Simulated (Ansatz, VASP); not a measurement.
## Sn: VASP beside Ansatz

```
CELL_PARAMETERS angstrom
3.31493 0.00000 0.00000
-1.65747 2.87082 0.00000
0.00000 0.00000 5.51285
ATOMIC_POSITIONS crystal
Sn 0.33333 0.66667 0.25000
Sn 0.66667 0.33333 0.75000
```

Alike in both runs: functional PBEsol; k mesh 11 × 11 × 6; occupations fermi-dirac, width 0.1 eV; no spin polarisation.

Ansatz relaxed the structure, and its values are those at the end. VASP's run is a single point on that final structure, the one shown.

```csv
,VASP,Ansatz
version,VASP 6.6.1,Ansatz 0.2.0
potentials or method,"VASP PAW PBE potentials, release 64 (Sn_d), cutoff 520 eV","plane waves (420 eV) with PAW, scalar-relativistic"
valence electrons in the cell,28,28
```

|  | VASP | Ansatz | Ansatz less VASP |
| --- | --- | --- | --- |
| pressure (GPa) | 0.0 | 0.0 | +0.02 |

VASP's potentials were made for PBE, not for PBEsol, and Ansatz warns of the same on its side.
